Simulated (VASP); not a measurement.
# NaCl (Fm-3m) in VASP: settings compared

NaCl is run at these levels: r2SCAN, PBE, PBEsol; tasks: single point, relaxation of cell and atoms.

Program: VASP 6.6.1. These are calculated values, not measurements. Logs are shortened: lines on timing, memory, paths and dates and some standing lists are left out, and cuts for length are marked.

## (1) The cell of the first run

It takes space group Fm-3m (No. 225, cubic). The conventional cell has a = 5.605 Å, b = 5.605 Å, c = 5.605 Å, α = 90.00°, β = 90.00°, γ = 90.00°. Na (site symmetry m-3m) has 6 Cl at 2.80 Å within 3.7 Å. Cl (site symmetry m-3m) has 6 Na at 2.80 Å within 3.7 Å.

## (2) Single point, r2SCAN

Input file POSCAR:

```
NaCl
1.0
    0.0000000000      2.8027320724      2.8027320724
    2.8027320724      0.0000000000      2.8027320724
    2.8027320724      2.8027320724      0.0000000000
Na Cl
1 1
Direct
    0.0000000000      0.0000000000      0.0000000000
    0.5000000000      0.5000000000      0.5000000000
```

Input file INCAR.step1:

```
PREC = Accurate ; ENCUT = 520
ISMEAR = 0 ; SIGMA = 0.01
LREAL = False ; LASPH = True
NELM = 60 ; NBANDS = 14
GGA = PE ; ALGO = Normal
EDIFF = 1E-4 ; LWAVE = True
LCHARG = False
```

Input file INCAR.step2:

```
PREC = Accurate ; ENCUT = 520
EDIFF = 1E-6 ; ISMEAR = 0
SIGMA = 0.01 ; LREAL = False
LASPH = True ; NELM = 60
ALGO = Normal ; ISIF = 2
LWAVE = False ; LCHARG = False
METAGGA = R2SCAN ; LMIXTAU = True
NBANDS = 14 ; ISTART = 1
```

Input file KPOINTS:

```
regular mesh
0
Gamma
  8 8 8
```

Potentials or basis: VASP PAW PBE potentials, release 64 (Na_pv, Cl).

Launch:

```console
cat potpaw_PBE.64/Na_pv/POTCAR potpaw_PBE.64/Cl/POTCAR > POTCAR
cp INCAR.step1 INCAR
mpirun -np 1 vasp_std > vasp.out
cp INCAR.step2 INCAR
mpirun -np 1 vasp_std > vasp.out
```

OUTCAR:

```text
PREC = Accurate
   ENCUT = 520
   EDIFF = 1E-6
   ISMEAR = 0
   LREAL = False
   LASPH = True
   NELM = 60
   ISIF = 2
   METAGGA = R2SCAN
   ISTART = 1

 ion  position               nearest neighbor table
   1  0.000  0.000  0.000-
   2  0.500  0.500  0.500-

  LATTYP: Found a face centered cubic cell.
 ALAT       =     5.6054641448

  Lattice vectors:

 A1 = (   0.0000000000,   2.8027320724,   2.8027320724)
 A2 = (   2.8027320724,   0.0000000000,   2.8027320724)
 A3 = (   2.8027320724,   2.8027320724,   0.0000000000)

Analysis of symmetry for initial positions (statically):
=====================================================================
 Subroutine PRICEL returns:
 Original cell was already a primitive cell.

 Routine SETGRP: Setting up the symmetry group for a
 face centered cubic supercell.

 Subroutine GETGRP returns: Found 48 space group operations
 (whereof 48 operations were pure point group operations)
 out of a pool of 48 trial point group operations.

The static configuration has the point symmetry O_h .

Analysis of symmetry for dynamics (positions and initial velocities):
=====================================================================
 Subroutine PRICEL returns:
 Original cell was already a primitive cell.

 Routine SETGRP: Setting up the symmetry group for a
 face centered cubic supercell.

 Subroutine GETGRP returns: Found 48 space group operations
 (whereof 48 operations were pure point group operations)
 out of a pool of 48 trial point group operations.

The dynamic configuration has the point symmetry O_h .

 Subroutine INISYM returns: Found 48 space group operations
 (whereof 48 operations are pure point group operations),
 and found     1 'primitive' translations

----------------------------------------------------------------------------------------

                                     Primitive cell

  volume of cell :      44.0326

  direct lattice vectors                    reciprocal lattice vectors
     0.000000000  2.802732072  2.802732072    -0.178397359  0.178397359  0.178397359
     2.802732072  0.000000000  2.802732072     0.178397359 -0.178397359  0.178397359
     2.802732072  2.802732072  0.000000000     0.178397359  0.178397359 -0.178397359

  length of vectors
     3.963661708  3.963661708  3.963661708     0.308993290  0.308993290  0.308993290

  position of ions in fractional coordinates (direct lattice)
     0.000000000  0.000000000  0.000000000
     0.500000000  0.500000000  0.500000000

  ion indices of the primitive-cell ions
   primitive index   ion index
                 1           1
                 2           2

----------------------------------------------------------------------------------------

 KPOINTS: regular mesh

Automatic generation of k-mesh.
 Grid dimensions read from file:
 generate k-points for:    8    8    8

 Generating k-lattice:

  Cartesian coordinates                     Fractional coordinates (reciprocal lattice)
    -0.022299670  0.022299670  0.022299670     0.125000000  0.000000000  0.000000000
     0.022299670 -0.022299670  0.022299670     0.000000000  0.125000000  0.000000000
     0.022299670  0.022299670 -0.022299670     0.000000000  0.000000000  0.125000000

  Length of vectors
     0.038624161  0.038624161  0.038624161

  Shift w.r.t. Gamma in fractional coordinates (k-lattice)
     0.000000000  0.000000000  0.000000000

 Subroutine IBZKPT returns following result:
 ===========================================

 Found     29 irreducible k-points:

 Following reciprocal coordinates:
            Coordinates               Weight
  0.000000  0.000000  0.000000      1.000000
  0.125000  0.000000  0.000000      8.000000
  0.250000  0.000000  0.000000      8.000000
  0.375000  0.000000  0.000000      8.000000
  0.500000  0.000000  0.000000      4.000000
  0.125000  0.125000  0.000000      6.000000
[... 16 lines left out ...]
  0.500000  0.250000  0.125000     48.000000
 -0.375000  0.250000  0.125000     24.000000
 [... further k-points ...]
   k-points           NKPTS =     29   k-points in BZ     NKDIM =     29   number of bands    NBANDS=     14
   number of dos      NEDOS =    301   number of ions     NIONS =      2
   total plane-waves  NPLWV =  27000
   dimension x,y,z NGX =    30 NGY =   30 NGZ =   30
   dimension x,y,z NGXF=    60 NGYF=   60 NGZF=   60
   ions per type =               1   1
   NGX,Y,Z   is equivalent  to a cutoff of  12.58, 12.58, 12.58 a.u.
   NGXF,Y,Z  is equivalent  to a cutoff of  25.17, 25.17, 25.17 a.u.
 SYSTEM =  unknown system
   PREC   = accura    normal or accurate (medium, high low for compatibility)
   ISTART =      1    job   : 0-new  1-cont  2-samecut
   ICHARG =      0    charge: 1-file 2-atom 10-const
   ISPIN  =      1    spin polarized calculation?
   LNONCOLLINEAR =      F non collinear calculations
   LSORBIT =      F    spin-orbit coupling
   LASPH  =      T    aspherical Exc in radial PAW
   ENCUT  =  520.0 eV  38.22 Ry    6.18 a.u.   7.37  7.37  7.37*2*pi/ulx,y,z
   NELM   =     60;   NELMIN=  2; NELMDL=  0     # of ELM steps
   EDIFF  = 0.1E-05   stopping-criterion for ELM
   LREAL  =      F    real-space projection
   EDIFFG = 0.1E-04   stopping-criterion for IOM
   NSW    =      0    number of steps for IOM
   IBRION =     -1    ionic relax: 0-MD 1-quasi-New 2-CG
   NFREE  =      0    steps in history (QN), initial steepest desc. (CG)
   ISIF   =      2    stress and relaxation
   ISYM   =      2    0-nonsym 1-usesym 2-fastsym
   POTIM  = 0.5000    time-step for ionic-motion
   TEBEG  =    0.0;   TEEND  =   0.0 temperature during run
   PSTRESS=    0.0 pullay stress
   NELECT =      14.0000    total number of electrons
   NUPDOWN=      -1.0000    fix difference up-down
   EMIN   =  10.00;   EMAX   =-10.00  energy-range for DOS
   EFERMI =   0.00;   METHOD = LEGACY
   ISMEAR =     0;   SIGMA  =   0.01  broadening in eV -4-tet -1-fermi 0-gaus
   EFERMI_NEDOS =   21; number of points for ismear=-14 and -15
   IALGO  =     38    algorithm
   IMIX   =      4    mixing-type and parameters
     AMIX     =   0.40;   BMIX     =  1.00
     AMIX_MAG =   1.60;   BMIX_MAG =  1.00
  volume/ion in A,a.u.               =      22.02       148.57
  Fermi-wavevector in a.u.,A,eV,Ry     =   1.117359  2.111502 16.986742  1.248490
  Thomas-Fermi vector in A             =   2.253981
   LORBIT       =      0    0 simple, 1 ext, 2 COOP (PROOUT), +10 PAW based schemes
   METAGGA = R2SCAN    functional components
   LHFCALC =     F    Hartree Fock is set to
   AEXX    =    0.0000 exact exchange contribution
   IVDW    =     0    specifies the selected vdW correction
   LEPSILON=     F    determine dielectric tensor
   LRPA    =     F    only Hartree local field effects (RPA)
 non-spin polarized calculation
 Gauss-broadening in eV      SIGMA  =   0.01
  energy-cutoff  :      520.00
  volume of cell :       44.03
 maximum number of plane-waves:      1243
 NGX is ok and might be reduce to    30
   NGX = 15   NGY = 15   NGZ = 15

 number of electron      14.0000003 magnetization

 Free energy of the ion-electron system (eV)
  ---------------------------------------------------
  ext. energy  EPLUGINS =         0.00000000
  ---------------------------------------------------
  free energy    TOTEN  =       -13.79008887 eV

  energy without entropy =      -13.79008887  energy(sigma->0) =      -13.79008887

 E-fermi :  -0.9698     XC(G=0):  -8.7307

 val. band max:       -1.0573946903   @ k =   0.0000   0.0000   0.0000
 cond. band min:       4.9407288179   @ k =   0.0000   0.0000   0.0000
 fundamental gap:      5.9981235083
 Fermi energy:        -0.9698359584

 k-point     1 :       0.0000    0.0000    0.0000
  band No.  band energies     occupation
      1     -22.5428      2.00000
      2     -22.5424      2.00000
      3     -22.5424      2.00000
      4     -14.3222      2.00000
      5      -1.0574      2.00000
      6      -1.0574      2.00000
      7      -1.0574      2.00000
      8       4.9407      0.00000
      9      10.7203      0.00000
     10      10.7203      0.00000
     11      10.7203      0.00000
     12      12.9928      0.00000
     13      12.9928      0.00000
     14      14.6260      0.00000

 k-point     2 :       0.1250    0.0000    0.0000
  band No.  band energies     occupation
      1     -22.5471      2.00000
      2     -22.5430      2.00000
      3     -22.5427      2.00000
      4     -14.2720      2.00000
      5      -1.4252      2.00000
      6      -1.1020      2.00000
      7      -1.1020      2.00000
      8       5.4374      0.00000
      9      10.1828      0.00000
     10      10.9343      0.00000
     11      10.9343      0.00000
     12      12.7788      0.00000
     13      12.7788      0.00000
     14      15.6523      0.00000

 k-point     3 :       0.2500    0.0000    0.0000
  band No.  band energies     occupation
      1     -22.5581      2.00000
      2     -22.5438      2.00000
      3     -22.5434      2.00000
      4     -14.1473      2.00000
      5      -2.1704      2.00000
      6      -1.2062      2.00000
      7      -1.2062      2.00000
      8       6.3937      0.00000
      9       9.7004      0.00000
     10      11.1090      0.00000
     11      11.1093      0.00000
     12      13.0137      0.00000
     13      13.0138      0.00000
     14      15.8120      0.00000
[... 324 lines left out ...]
 k-point    23 :       0.5000    0.2500    0.1250
  band No.  band energies     occupation
      1     -22.5650      2.00000
      2     -22.5504      2.00000
      3     -22.5459      2.00000
      4     -13.9689      2.00000
      5      -2.6353      2.00000
      6      -1.7756      2.00000
      7      -1.4410      2.00000
      8       7.9359      0.00000
      9       9.3332      0.00000
     10       9.7552      0.00000
     11      11.7873      0.00000
     12      13.5818      0.00000
     13      16.0737      0.00000
     14      16.4577      0.00000

 k-point    24 :      -0.3750    0.2500    0.1250
  band No.  band energies     occupation
      1     -22.5672      2.00000
      2     -22.5508      2.00000
      3     -22.5468      2.00000
      4     -13.9279      2.00000
      5      -2.7591      2.00000
      6      -1.8579      2.00000
      7      -1.4963      2.00000
      8       8.0092      0.00000
      9       9.4799      0.00000
     10      10.0479      0.00000
     11      11.6004      0.00000
     12      14.2316      0.00000
     13      15.6630      0.00000
     14      16.5695      0.00000

 [... further k-points ...]
[... 5 lines left out ...]
  --------------------------------------------------------------------------------------
  -------------------------------------------------------------------------------------
  Total       -0.0411812     -0.0411812     -0.0411812     -0.0000000      0.0000000      0.0000000
  in kB       -1.4984243     -1.4984243     -1.4984243     -0.0000000      0.0000000      0.0000000
  external PRESSURE =      -1.4984243 kB  Pullay stress =       0.0000000 kB

 VOLUME and BASIS-vectors are now :
 -----------------------------------------------------------------------------
  energy-cutoff  :      520.00
  volume of cell :       44.03
      direct lattice vectors                 reciprocal lattice vectors
     0.000000000  2.802732072  2.802732072    -0.178397359  0.178397359  0.178397359
     2.802732072  0.000000000  2.802732072     0.178397359 -0.178397359  0.178397359
     2.802732072  2.802732072  0.000000000     0.178397359  0.178397359 -0.178397359

 POSITION                                       TOTAL-FORCE (eV/Angst)
 -----------------------------------------------------------------------------------
      0.00000      0.00000      0.00000        -0.000000     -0.000000     -0.000000
      2.80273      2.80273      2.80273         0.000000      0.000000      0.000000
 -----------------------------------------------------------------------------------
    total drift:                               -0.000000      0.000000      0.000000

  FREE ENERGIE OF THE ION-ELECTRON SYSTEM (eV)
  ---------------------------------------------------
  free  energy   TOTEN  =       -13.7900888680 eV

  energy  without entropy=      -13.7900888680  energy(sigma->0) =      -13.79008887
```

It took 46 s on 1 thread of Intel Xeon Platinum 8559C (Emerald Rapids), shared host; peak memory 0.16 GiB.

What came out:

* Free energy: -13.7901 eV
* Pressure: -0.1 GPa
* Band gap on the k mesh: 6.00 eV, direct

Levels at points of the mesh, in eV from the valence-band top:
```tsv
k point	band 3	band 4	band 5	band 6	band 7	band 8	band 9	band 10	band 11	band 12
(0.00, 0.00, 0.00)	-21.48	-13.26	0.00	0.00	0.00	6.00	11.78	11.78	11.78	14.05
(0.50, 0.00, 0.00)	-21.49	-12.90	-1.98	-0.29	-0.29	7.98	11.77	11.81	11.81	16.11
(0.50, 0.50, 0.00)	-21.49	-12.85	-1.73	-0.63	-0.63	8.50	8.60	12.35	16.09	16.09
```

Caveat: the PAW data sets were made with another functional, which shifts forces and pressure a little.

(Part 1 of 2 ends here.)
